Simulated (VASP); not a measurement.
FeO (Wuestite), 2 atoms in the cell. It takes space group Fm-3m (No. 225, cubic). The conventional cell has a = 4.311 Å, b = 4.311 Å, c = 4.311 Å, α = 90.00°, β = 90.00°, γ = 90.00°. Fe (site symmetry m-3m) has 6 O at 2.16 Å within 2.9 Å. O (site symmetry m-3m) has 6 Fe at 2.16 Å within 2.9 Å. 

* Program: VASP 6.6.1
* Task: single point
* Functional: PBEsol
* Potentials or basis: VASP PAW PBE potentials, release 64 (Fe_sv, O)
* Cutoff: 600 eV
* k mesh: 9 × 9 × 9
* Occupations: fermi-dirac, width 0.05 eV
* Spin: collinear spin, ferromagnetic start
* Starting moments: [3.0, 0.0] μB
* Dipole correction: no
* Second run: valence_matched
* Further INCAR settings: ALGO = Normal; EDIFF = 1e-06; NBANDS = 22

Potentials or basis: VASP PAW PBE potentials, release 64 (Fe_sv, O).

Launch:

```bash
$ cat potpaw_PBE.64/Fe_sv/POTCAR potpaw_PBE.64/O/POTCAR > POTCAR
$ mpirun -np 1 vasp_std > vasp.out
```

Hardware: 1 thread of Intel(R) Xeon(R) Platinum 8488C (Sapphire Rapids), on a shared host.

**Question.** How long does it take, and how much memory?

**Answer.** Wall time 18 s on 1 thread of Intel(R) Xeon(R) Platinum 8488C (Sapphire Rapids) (shared host), peak memory 0.16 GiB. Counts: scf iterations 14, k points 35.
